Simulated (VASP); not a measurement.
Cd2Mo: single point with PBE

The system is Cd2Mo.

```
Cd Mo
1.0
     4.73980    0.00000    0.00000
    -2.36990    4.10479    0.00000
     0.00000    0.00000    2.91414
Cd Mo
2 1
Direct
  0.33333 0.66667 0.50000
  0.66667 0.33333 0.50000
  0.00000 0.00000 0.00000
```

```json
{
 "Program": "VASP 6.6.1",
 "Task": "single point",
 "Functional": "PBE",
 "Potentials or basis": "VASP PAW PBE potentials, release 64 (Cd, Mo_sv)",
 "Cutoff": "520 eV",
 "k mesh": "6 × 6 × 4",
 "Occupations": "gaussian, width 0.1 eV",
 "Spin": "no spin polarisation",
 "Dipole correction": "no",
 "Further INCAR settings": "ALGO = Normal; EDIFF = 1e-06; NBANDS = 26"
}
```

The pressure is 0.7 GPa. The band gap on the k mesh is zero (bands 19 and 20 overlap by 1.95 eV).

Stress tensor (GPa, compression positive):
```
0.79 0.00 0.00
0.00 0.79 0.00
0.00 0.00 0.57
```

Levels at points of the mesh, in eV from the Fermi level:
| k point | band 15 | band 16 | band 17 | band 18 | band 19 | band 20 | band 21 | band 22 | band 23 | band 24 |
| --- | --- | --- | --- | --- | --- | --- | --- | --- | --- | --- |
| (0.00, 0.00, 0.00) | -7.88 | -2.13 | -2.13 | -1.86 | 1.67 | 1.67 | 2.00 | 3.49 | 3.49 | 5.30 |
| (0.50, 0.00, 0.00) | -5.66 | -5.64 | -1.94 | -0.97 | -0.41 | -0.28 | 1.47 | 1.69 | 4.14 | 9.67 |
| (0.00, 0.00, 0.50) | -3.58 | -2.66 | -1.07 | -1.07 | 0.33 | 0.33 | 4.12 | 4.49 | 4.65 | 4.65 |
| (0.50, 0.00, 0.50) | -3.18 | -2.12 | -1.40 | -0.73 | -0.68 | 0.44 | 1.02 | 3.21 | 4.70 | 5.78 |

Run time: 36 s on 1 thread of Oxide Virtual Turin-like Processor, with other jobs on the host, peak memory 0.15 GiB.

Caveat: the k points lie up to 0.54 Å⁻¹ apart, too coarse for converged energies and pressures of a metal.
